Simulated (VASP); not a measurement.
Wanted: the native input for a VASP 6.6.1 run.

```yaml
Task: single point
Functional: PBE
Potentials_or_basis: VASP PAW PBE potentials, release 64 (Au)
Cutoff: 520 eV
k_mesh: 12 × 12 × 12
Occupations: gaussian, width 0.1 eV
Spin: no spin polarisation
Dipole_correction: no
Further_INCAR_settings: ALGO = Fast; EDIFF = 1e-07; NBANDS = 24
```

The structure of Au lies in POSCAR:

```
Au
1.0
    3.9819548000      0.0000000000      0.0000000000
    0.0000000000      3.9819548000      0.0000000000
    0.0000000000      0.0000000000      3.9819548000
Au
3
Direct
    0.5000000000      0.0000000000      0.0000000000
    0.0000000000      0.5000000000      0.0000000000
    0.0000000000      0.0000000000      0.5000000000
```

The cell was built from a structure type or drawn by symmetry, and may not be a known phase.

The input as run:

INCAR

```
SYSTEM = Au
PREC = Accurate ; ENCUT = 520
EDIFF = 1E-7 ; ISMEAR = 0
SIGMA = 0.1 ; LREAL = .FALSE.
LASPH = .TRUE. ; NELM = 100
ALGO = Fast ; ISIF = 2
LWAVE = .FALSE. ; LCHARG = .FALSE.
GGA = PE ; NBANDS = 24
```

KPOINTS

```
regular mesh
0
G
  12 12 12
  0 0 0
```

Potentials or basis: VASP PAW PBE potentials, release 64 (Au).

The run is started by

```console
$ cat potpaw_PBE.64/Au/POTCAR > POTCAR
$ mpirun -np 1 vasp_std > vasp.out
```

Results of the run:

```json
{"Pressure": "-0.2 GPa", "Band gap on the k mesh": "zero (an odd number of electrons rules out a gap without spin polarisation)"}
```

Caveat: spin-orbit coupling is left out, which moves the levels of the heavy elements.

It took 75 s on 1 thread of Intel(R) Xeon(R) Platinum 8488C (Sapphire Rapids) (shared host), peak memory 0.23 GiB.
